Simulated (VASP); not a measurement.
# Se (Im-3m) in VASP: notebook

Se is run at these levels: PBEsol; tasks: single point.

Everything below comes from runs of VASP 6.6.1. Logs are shortened: lines on timing, memory, paths and dates and some standing lists are left out, and cuts for length are marked.

### 1 The cell of the first run

The structure is cubic, space group Im-3m (No. 229). The conventional cell has a = 2.808 Å, b = 2.808 Å, c = 2.808 Å, α = 90.00°, β = 90.00°, γ = 90.00°. Se (site symmetry m-3m) has 14 Se at 2.43 to 2.81 Å within 3.2 Å.

### 2 Single point, PBEsol

File INCAR:

```
SYSTEM = Se
PREC = Accurate
ENCUT = 500
EDIFF = 1E-6
ISMEAR = -1
SIGMA = 0.05
LREAL = .False.
LASPH = .True.
NELM = 120
ALGO = Normal
ISIF = 2
LWAVE = .False.
LCHARG = .False.
GGA = PS
NBANDS = 9
GGA_COMPAT = .False.
```

File KPOINTS:

```
Automatic mesh
0
Gamma
  10 10 10
  0 0 0
```

File POSCAR:

```
Se
1.0
   -1.4038000000      1.4038000000      1.4038000000
    1.4038000000     -1.4038000000      1.4038000000
    1.4038000000      1.4038000000     -1.4038000000
Se
1
Direct
    0.0000000000      0.0000000000      0.0000000000
```

Potentials or basis: VASP PAW PBE potentials, release 64 (Se).

Run with:

```bash
$ cat potpaw_PBE.64/Se/POTCAR > POTCAR
$ mpirun -np 1 vasp_std > vasp.out
```

OUTCAR:

```text
SYSTEM = Se
   PREC = Accurate
   ENCUT = 500
   EDIFF = 1E-6
   ISMEAR = -1
   LREAL = .False.
   LASPH = .True.
   NELM = 120
   ISIF = 2
   GGA = PS

 ion  position               nearest neighbor table
   1  0.000  0.000  0.000-

  LATTYP: Found a body centered cubic cell.
 ALAT       =     2.8076000000

  Lattice vectors:

 A1 = (  -1.4038000000,   1.4038000000,   1.4038000000)
 A2 = (   1.4038000000,  -1.4038000000,   1.4038000000)
 A3 = (   1.4038000000,   1.4038000000,  -1.4038000000)

Analysis of symmetry for initial positions (statically):
=====================================================================
 Subroutine PRICEL returns:
 Original cell was already a primitive cell.

 Routine SETGRP: Setting up the symmetry group for a
 body centered cubic supercell.

 Subroutine GETGRP returns: Found 48 space group operations
 (whereof 48 operations were pure point group operations)
 out of a pool of 48 trial point group operations.

The static configuration has the point symmetry O_h .

Analysis of symmetry for dynamics (positions and initial velocities):
=====================================================================
 Subroutine PRICEL returns:
 Original cell was already a primitive cell.

 Routine SETGRP: Setting up the symmetry group for a
 body centered cubic supercell.

 Subroutine GETGRP returns: Found 48 space group operations
 (whereof 48 operations were pure point group operations)
 out of a pool of 48 trial point group operations.

The dynamic configuration has the point symmetry O_h .

 Subroutine INISYM returns: Found 48 space group operations
 (whereof 48 operations are pure point group operations),
 and found     1 'primitive' translations

----------------------------------------------------------------------------------------

                                     Primitive cell

  volume of cell :      11.0656

  direct lattice vectors                    reciprocal lattice vectors
    -1.403800000  1.403800000  1.403800000     0.000000000  0.356176093  0.356176093
     1.403800000 -1.403800000  1.403800000     0.356176093  0.000000000  0.356176093
     1.403800000  1.403800000 -1.403800000     0.356176093  0.356176093  0.000000000

  length of vectors
     2.431452924  2.431452924  2.431452924     0.503709062  0.503709062  0.503709062

  position of ions in fractional coordinates (direct lattice)
     0.000000000  0.000000000  0.000000000

  ion indices of the primitive-cell ions
   primitive index   ion index
                 1           1

----------------------------------------------------------------------------------------

 KPOINTS: Automatic mesh

Automatic generation of k-mesh.
 Grid dimensions read from file:
 generate k-points for:   10   10   10

 Generating k-lattice:

  Cartesian coordinates                     Fractional coordinates (reciprocal lattice)
     0.000000000  0.035617609  0.035617609     0.100000000  0.000000000  0.000000000
     0.035617609  0.000000000  0.035617609     0.000000000  0.100000000  0.000000000
     0.035617609  0.035617609  0.000000000     0.000000000  0.000000000  0.100000000

  Length of vectors
     0.050370906  0.050370906  0.050370906

  Shift w.r.t. Gamma in fractional coordinates (k-lattice)
     0.000000000  0.000000000  0.000000000

 Subroutine IBZKPT returns following result:
 ===========================================

 Found     47 irreducible k-points:

 Following reciprocal coordinates:
            Coordinates               Weight
  0.000000  0.000000  0.000000      1.000000
  0.100000  0.000000  0.000000     12.000000
  0.200000  0.000000  0.000000     12.000000
  0.300000  0.000000  0.000000     12.000000
  0.400000  0.000000  0.000000     12.000000
  0.500000  0.000000  0.000000      6.000000
[... 16 lines left out ...]
  0.300000  0.300000  0.100000      8.000000
 -0.300000  0.300000  0.100000     24.000000
 [... further k-points ...]
   k-points           NKPTS =     47   k-points in BZ     NKDIM =     47   number of bands    NBANDS=      9
   number of dos      NEDOS =    301   number of ions     NIONS =      1
   total plane-waves  NPLWV =   5832
   dimension x,y,z NGX =    18 NGY =   18 NGZ =   18
   dimension x,y,z NGXF=    36 NGYF=   36 NGZF=   36
   ions per type =               1
   NGX,Y,Z   is equivalent  to a cutoff of  12.31, 12.31, 12.31 a.u.
   NGXF,Y,Z  is equivalent  to a cutoff of  24.61, 24.61, 24.61 a.u.
 SYSTEM =  Se
   PREC   = accura    normal or accurate (medium, high low for compatibility)
   ISTART =      0    job   : 0-new  1-cont  2-samecut
   ICHARG =      2    charge: 1-file 2-atom 10-const
   ISPIN  =      1    spin polarized calculation?
   LNONCOLLINEAR =      F non collinear calculations
   LSORBIT =      F    spin-orbit coupling
   LASPH  =      T    aspherical Exc in radial PAW
   ENCUT  =  500.0 eV  36.75 Ry    6.06 a.u.   4.43  4.43  4.43*2*pi/ulx,y,z
   NELM   =    120;   NELMIN=  2; NELMDL= -5     # of ELM steps
   EDIFF  = 0.1E-05   stopping-criterion for ELM
   LREAL  =      F    real-space projection
   EDIFFG = 0.1E-04   stopping-criterion for IOM
   NSW    =      0    number of steps for IOM
   IBRION =     -1    ionic relax: 0-MD 1-quasi-New 2-CG
   NFREE  =      0    steps in history (QN), initial steepest desc. (CG)
   ISIF   =      2    stress and relaxation
   ISYM   =      2    0-nonsym 1-usesym 2-fastsym
   POTIM  = 0.5000    time-step for ionic-motion
   TEBEG  =    0.0;   TEEND  =   0.0 temperature during run
   PSTRESS=    0.0 pullay stress
   NELECT =       6.0000    total number of electrons
   NUPDOWN=      -1.0000    fix difference up-down
   EMIN   =  10.00;   EMAX   =-10.00  energy-range for DOS
   EFERMI =   0.00;   METHOD = LEGACY
   ISMEAR =    -1;   SIGMA  =   0.05  broadening in eV -4-tet -1-fermi 0-gaus
   EFERMI_NEDOS =   21; number of points for ismear=-14 and -15
   IALGO  =     38    algorithm
   IMIX   =      4    mixing-type and parameters
     AMIX     =   0.40;   BMIX     =  1.00
     AMIX_MAG =   1.60;   BMIX_MAG =  1.00
  volume/ion in A,a.u.               =      11.07        74.67
  Fermi-wavevector in a.u.,A,eV,Ry     =   1.334955  2.522699 24.247014  1.782105
  Thomas-Fermi vector in A             =   2.463697
   LORBIT       =      0    0 simple, 1 ext, 2 COOP (PROOUT), +10 PAW based schemes
   GGA     = PS    functional components
   LHFCALC =     F    Hartree Fock is set to
   AEXX    =    0.0000 exact exchange contribution
   IVDW    =     0    specifies the selected vdW correction
   LEPSILON=     F    determine dielectric tensor
   LRPA    =     F    only Hartree local field effects (RPA)
 non-spin polarized calculation
  energy-cutoff  :      500.00
  volume of cell :       11.07
 maximum number of plane-waves:       321
 NGX is ok and might be reduce to    18
   NGX =  9   NGY =  9   NGZ =  9

 number of electron       6.0000001 magnetization

 Free energy of the ion-electron system (eV)
  ---------------------------------------------------
  ext. energy  EPLUGINS =         0.00000000
  ---------------------------------------------------
  free energy    TOTEN  =        -0.86248550 eV

  energy without entropy =       -0.85886868  energy(sigma->0) =       -0.86067709

 E-fermi :  15.3883     XC(G=0): -13.6297

 val. band max:       15.2348185141   @ k =   0.5000   0.5000   0.2000
 cond. band min:      15.4435339450   @ k =   0.5000   0.5000   0.5000
 fundamental gap:      0.2087154309
 Fermi energy:        15.3882870741

 k-point     1 :       0.0000    0.0000    0.0000
  band No.  band energies     occupation
      1      -8.8088      2.00000
      2      22.8553      0.00000
      3      22.8553      0.00000
      4      22.8553      0.00000
      5      29.3136      0.00000
      6      29.3136      0.00000
      7      29.3136      0.00000
      8      33.0687      0.00000
      9      33.0687      0.00000

 k-point     2 :       0.1000    0.0000    0.0000
  band No.  band energies     occupation
      1      -8.4294      2.00000
      2      20.1295      0.00000
      3      21.4265      0.00000
      4      22.4621      0.00000
      5      27.6785      0.00000
      6      28.2306      0.00000
      7      31.3708      0.00000
      8      31.5726      0.00000
      9      31.5915      0.00000

 k-point     3 :       0.2000    0.0000    0.0000
  band No.  band energies     occupation
      1      -7.2925      2.00000
      2      14.9963      1.99921
      3      19.1680      0.00000
      4      21.4589      0.00000
      5      25.5033      0.00000
      6      26.0961      0.00000
      7      31.5303      0.00000
      8      32.8698      0.00000
      9      35.5191      0.00000

 k-point     4 :       0.3000    0.0000    0.0000
  band No.  band energies     occupation
      1      -5.4062      2.00000
      2       9.7747      2.00000
      3      17.3250      0.00000
      4      20.3400      0.00000
      5      23.8577      0.00000
      6      24.5442      0.00000
      7      32.8215      0.00000
      8      34.7135      0.00000
      9      40.5266      0.00000
[... 205 lines left out ...]
 k-point    22 :      -0.2000    0.2000    0.1000
  band No.  band energies     occupation
      1      -6.9142      2.00000
      2      15.2177      1.93610
      3      17.7311      0.00000
      4      19.5826      0.00000
      5      25.0884      0.00000
      6      27.6013      0.00000
      7      29.5324      0.00000
      8      33.9899      0.00000
      9      36.6088      0.00000

 k-point    23 :       0.3000    0.3000    0.1000
  band No.  band energies     occupation
      1       1.8849      2.00000
      2       5.4358      2.00000
      3       5.4358      2.00000
      4      12.2064      2.00000
      5      32.3660      0.00000
      6      35.5558      0.00000
      7      35.5558      0.00000
      8      40.8341      0.00000
      9      40.8341      0.00000

 k-point    24 :      -0.3000    0.3000    0.1000
  band No.  band energies     occupation
      1      -5.0301      2.00000
      2      10.0929      2.00000
      3      15.9079      0.00006
      4      18.6468      0.00000
      5      24.9740      0.00000
      6      25.9414      0.00000
      7      29.2589      0.00000
      8      39.0770      0.00000
      9      39.1409      0.00000

 [... further k-points ...]

------------------------ aborting loop because EDIFF is reached ----------------------------------------

  FORCE on cell =-STRESS in cart. coord.  units (eV):
  Direction    XX          YY          ZZ          XY          YZ          ZX
  --------------------------------------------------------------------------------------
  -------------------------------------------------------------------------------------
  Total       11.2083604     11.2083604     11.2083604      0.0000000     -0.0000000      0.0000000
  in kB     1622.8447086   1622.8447086   1622.8447086      0.0000000     -0.0000000      0.0000000
  external PRESSURE =    1622.8447086 kB  Pullay stress =       0.0000000 kB

 VOLUME and BASIS-vectors are now :
 -----------------------------------------------------------------------------
  energy-cutoff  :      500.00
  volume of cell :       11.07
      direct lattice vectors                 reciprocal lattice vectors
    -1.403800000  1.403800000  1.403800000     0.000000000  0.356176093  0.356176093
     1.403800000 -1.403800000  1.403800000     0.356176093  0.000000000  0.356176093
     1.403800000  1.403800000 -1.403800000     0.356176093  0.356176093  0.000000000

 POSITION                                       TOTAL-FORCE (eV/Angst)
 -----------------------------------------------------------------------------------
      0.00000      0.00000      0.00000         0.000000     -0.000000      0.000000
 -----------------------------------------------------------------------------------
    total drift:                                0.000000      0.000000      0.000000

  FREE ENERGIE OF THE ION-ELECTRON SYSTEM (eV)
  ---------------------------------------------------
  free  energy   TOTEN  =        -0.8624855042 eV

  energy  without entropy=       -0.8588686846  energy(sigma->0) =       -0.86067709
```

It took 4.1 s on 1 thread of Intel Xeon Platinum 8559C (Emerald Rapids), shared host; peak memory 0.12 GiB.

What came out:

| Property | Result |
| --- | --- |
| Free energy | -0.8625 eV |
| Pressure | 162.3 GPa |
| Band gap on the k mesh | zero (band 3 reaches 22.86 eV, above the bottom of band 4 at 8.80 eV) |

Caveat: the PAW data sets were made with another functional, which shifts forces and pressure a little.

### 3 Single point, PBEsol

This run uses another cell than the first one, of 17.74 Å³/atom, 1.603 times its volume.

File INCAR:

```
ALGO = Normal
EDIFF = 1E-6
ENCUT = 500
GGA = PS
GGA_COMPAT = F
ISIF = 2
ISMEAR = -1
LASPH = T
LCHARG = F
LREAL = F
LWAVE = F
NBANDS = 9
NELM = 120
PREC = Accurate
SIGMA = 0.05
```

File KPOINTS:

```
k-points
0
Gamma
  10 10 10
```

File POSCAR:

```
Se
1.0
   -1.6429182227      1.6429182227      1.6429182227
    1.6429182227     -1.6429182227      1.6429182227
    1.6429182227      1.6429182227     -1.6429182227
Se
1
Direct
    0.0000000000      0.0000000000      0.0000000000
```

Potentials or basis: VASP PAW PBE potentials, release 64 (Se).

Run with:

```bash
$ cat potpaw_PBE.64/Se/POTCAR > POTCAR
$ mpirun -np 1 vasp_std > vasp.out
```

OUTCAR:

```text
EDIFF = 1E-6
   ENCUT = 500
   GGA = PS
   ISIF = 2
   ISMEAR = -1
   LASPH = T
   LREAL = F
   NELM = 120
   PREC = Accurate

 ion  position               nearest neighbor table
   1  0.000  0.000  0.000-

  LATTYP: Found a body centered cubic cell.
 ALAT       =     3.2858364454

  Lattice vectors:

 A1 = (  -1.6429182227,   1.6429182227,   1.6429182227)
 A2 = (   1.6429182227,  -1.6429182227,   1.6429182227)
 A3 = (   1.6429182227,   1.6429182227,  -1.6429182227)

Analysis of symmetry for initial positions (statically):
=====================================================================
 Subroutine PRICEL returns:
 Original cell was already a primitive cell.

 Routine SETGRP: Setting up the symmetry group for a
 body centered cubic supercell.

 Subroutine GETGRP returns: Found 48 space group operations
 (whereof 48 operations were pure point group operations)
 out of a pool of 48 trial point group operations.

The static configuration has the point symmetry O_h .

[... 161 lines left out ...]
 cond. band min:       7.0963765846   @ k =  -0.3000   0.3000   0.2000
 fundamental gap:      0.0415543196
 Fermi energy:         7.0755087823

 k-point     1 :       0.0000    0.0000    0.0000
  band No.  band energies     occupation
      1     -10.2983      2.00000
      2      10.8982      0.00000
      3      10.8982      0.00000
      4      10.8982      0.00000
      5      19.8858      0.00000
      6      19.8858      0.00000
      7      19.8858      0.00000
      8      20.1779      0.00000
      9      23.0466      0.00000
[... 265 lines left out ...]
 k-point    24 :      -0.3000    0.3000    0.1000
  band No.  band energies     occupation
      1      -7.9391      2.00000
      2       3.4491      2.00000
      3       7.5899      0.00007
      4       9.0842      0.00000
      5      15.9568      0.00000
      6      17.4119      0.00000
      7      19.4673      0.00000
      8      25.7383      0.00000
      9      26.3015      0.00000

 [... further k-points ...]

------------------------ aborting loop because EDIFF is reached ----------------------------------------

  FORCE on cell =-STRESS in cart. coord.  units (eV):
  Direction    XX          YY          ZZ          XY          YZ          ZX
  --------------------------------------------------------------------------------------
  -------------------------------------------------------------------------------------
  Total        0.9255541      0.9255541      0.9255541      0.0000000      0.0000000      0.0000000
  in kB       83.5996731     83.5996731     83.5996731      0.0000000      0.0000000      0.0000000
  external PRESSURE =      83.5996731 kB  Pullay stress =       0.0000000 kB

 VOLUME and BASIS-vectors are now :
 -----------------------------------------------------------------------------
  energy-cutoff  :      500.00
  volume of cell :       17.74
      direct lattice vectors                 reciprocal lattice vectors
    -1.642918223  1.642918223  1.642918223     0.000000000  0.304336511  0.304336511
     1.642918223 -1.642918223  1.642918223     0.304336511  0.000000000  0.304336511
     1.642918223  1.642918223 -1.642918223     0.304336511  0.304336511  0.000000000

 POSITION                                       TOTAL-FORCE (eV/Angst)
 -----------------------------------------------------------------------------------
      0.00000      0.00000      0.00000        -0.000000      0.000000      0.000000
 -----------------------------------------------------------------------------------
    total drift:                                0.000000      0.000000      0.000000

  FREE ENERGIE OF THE ION-ELECTRON SYSTEM (eV)
  ---------------------------------------------------
  free  energy   TOTEN  =        -3.3342779841 eV

  energy  without entropy=       -3.3268441138  energy(sigma->0) =       -3.33056105
```

stdout:

```text
POSCAR found type information on POSCAR Se
 POSCAR found :  1 types and       1 ions
 scaLAPACK will be used
 -----------------------------------------------------------------------------
|                                                                             |
|                                                                             |
|     You enforced a specific xc type in the INCAR file but a different       |
|     I HOPE YOU KNOW WHAT YOU ARE DOING!                                     |
|                                                                             |
 -----------------------------------------------------------------------------

 LDA part: xc-table for (Slater+PW92), standard interpolation
 POSCAR, INCAR and KPOINTS ok, starting setup
 FFT: planning ... GRIDC
 FFT: planning ... GRID_SOFT
 FFT: planning ... GRID
 WAVECAR not read
 entering main loop
```

Wall time 4.9 s (1 thread of Intel Xeon Platinum 8559C (Emerald Rapids), shared host); peak memory 0.13 GiB.

What came out:

```yaml
Free_energy: -3.3343 eV
Pressure: 8.4 GPa
Band_gap_on_the_k_mesh: zero (band 3 reaches 10.90 eV, above the bottom of band 4 at 3.38 eV)
```

Caveat: the PAW data sets were made with another functional, which shifts forces and pressure a little.
